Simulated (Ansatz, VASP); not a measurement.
**PtSe2: VASP beside Ansatz**

File INCAR:

```
  PREC = Accurate
  ENCUT = 500
  EDIFF = 1E-6
  ISMEAR = 1
  SIGMA = 0.2
  LREAL = False
  LASPH = True
  NELM = 120
  ALGO = Normal
  ISIF = 2
  LWAVE = False
  LCHARG = False
  GGA = PS
  NBANDS = 18
  GGA_COMPAT = False
```

File KPOINTS:

```
regular mesh
0
Gamma
  6 6 4
```

POSCAR

```
PtSe2
1.0
    3.7286503637      0.0000000000      0.0000000000
   -1.8643251819      3.2291059368      0.0000000000
    0.0000000000      0.0000000000      5.2771566385
Pt Se
1 2
Direct
    0.0000000000      0.0000000000      0.0000000000
    0.3333333333      0.6666666667      0.2462188963
    0.6666666667      0.3333333333      0.7537811037
```

Input for Ansatz:

```yaml
crystal:
  lattice:
    - [3.7286503637, 0.0, 0.0]
    - [-1.8643251819, 3.2291059368, 0.0]
    - [0.0, 0.0, 5.2771566385]
  atoms:
    - { symbol: Pt, position: [0.0, 0.0, 0.0] }
    - { symbol: Se, position: [0.3333333333, 0.6666666667, 0.2462188963] }
    - { symbol: Se, position: [0.6666666667, 0.3333333333, 0.7537811037] }
kpoints:
  mp_grid: { grid: [6, 6, 4] }
hamiltonian:
  xc: pbesol
scf:
  occupations: { method: methfessel_paxton, width: 0.2 }
  n_extra_bands: 4
output:
  forces: true
  stress: true
  eigenvalues: true
```

Alike in both runs: task single point; functional PBEsol; k mesh 6 × 6 × 4; occupations methfessel-paxton of order 1, width 0.2 eV; no spin polarisation.

```csv
,VASP,Ansatz
version,VASP 6.6.1,Ansatz 0.2.0
potentials or method,"VASP PAW PBE potentials, release 64 (Pt, Se)",plane waves
plane-wave cutoff (eV),500,420
valence electrons in the cell,22,50
```

```csv
,VASP,Ansatz,Ansatz less VASP
pressure (GPa),-1.0,-1.1,-0.08
"traceless stress, the component that is largest in VASP (GPa)",-0.95,-0.92,+0.027
rms of the force components (eV/Å),0.039,0.046,+0.0064
```

VASP's potentials were made for PBE, not for PBEsol. Atom by atom the forces differ by 0.006 eV/Å (rms over components). VASP's potentials hold 22 valence electrons a cell and Ansatz's 50, so a difference there can come from the potentials and not from the codes.

Neither program's run includes spin-orbit coupling.
